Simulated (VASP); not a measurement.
Set up this calculation in VASP 6.6.1, as the native input.

```
Task                               : single point
Functional                         : PBE0
Potentials or basis                : VASP PAW PBE potentials, release 64 (Ir)
Cutoff                             : 520 eV
k mesh                             : 6 × 6 × 6
Occupations                        : fermi-dirac, width 0.05 eV
Spin                               : no spin polarisation
Dipole correction                  : no
Grid for exact exchange (PRECFOCK) : Normal
Further INCAR settings             : ALGO = Normal; EDIFF = 1e-07; NBANDS = 10
Share of exact exchange            : 0.25
```

The system is Ir.

```
Ir
1.0
     0.00000    1.94081    1.94081
     1.94081    0.00000    1.94081
     1.94081    1.94081    0.00000
Ir
1
Direct
  0.00000 0.00000 0.00000
```

These files were run (other wordings do the same):

POSCAR

```
Ir
1.0
    0.0000000000      1.9408081540      1.9408081540
    1.9408081540      0.0000000000      1.9408081540
    1.9408081540      1.9408081540      0.0000000000
Ir
1
Direct
    0.0000000000      0.0000000000      0.0000000000
```

INCAR.step1

```
PREC = Accurate
ENCUT = 520
EDIFF = 1E-5
ISMEAR = -1
SIGMA = 0.05
LREAL = F
LASPH = T
NELM = 60
ALGO = Normal
ISIF = 2
LWAVE = T
LCHARG = F
NBANDS = 10
GGA = PE
```

INCAR.step2

```
PREC = Accurate
ENCUT = 520
EDIFF = 1E-7
ISMEAR = -1
SIGMA = 0.05
LREAL = F
LASPH = T
NELM = 60
ALGO = Normal
ISIF = 2
LWAVE = F
LCHARG = F
GGA = PE
LHFCALC = T
AEXX = 0.25
PRECFOCK = Normal
NBANDS = 10
ISTART = 1
```

KPOINTS

```
regular mesh
0
Gamma
  6 6 6
```

Potentials or basis: VASP PAW PBE potentials, release 64 (Ir).

The run is started by

```sh
$ cat potpaw_PBE.64/Ir/POTCAR > POTCAR
$ cp INCAR.step1 INCAR
$ mpirun -np 1 vasp_std > vasp.out
$ cp INCAR.step2 INCAR
$ mpirun -np 1 vasp_std > vasp.out
```

It gave:

The pressure is -13.6 GPa and the band gap on the k mesh is zero (an odd number of electrons rules out a gap without spin polarisation).

Caveat: the k points lie up to 0.47 Å⁻¹ apart, too coarse for converged energies and pressures of a metal; the PAW data sets were made with another functional, which shifts forces and pressure a little; spin-orbit coupling is left out, which moves the levels of the heavy elements.

Run time: 6.4 min on 1 thread of Intel(R) Xeon(R) Platinum 8259CL CPU @ 2.50GHz (Skylake/Cascade Lake), on a shared host, peak memory 0.14 GiB.
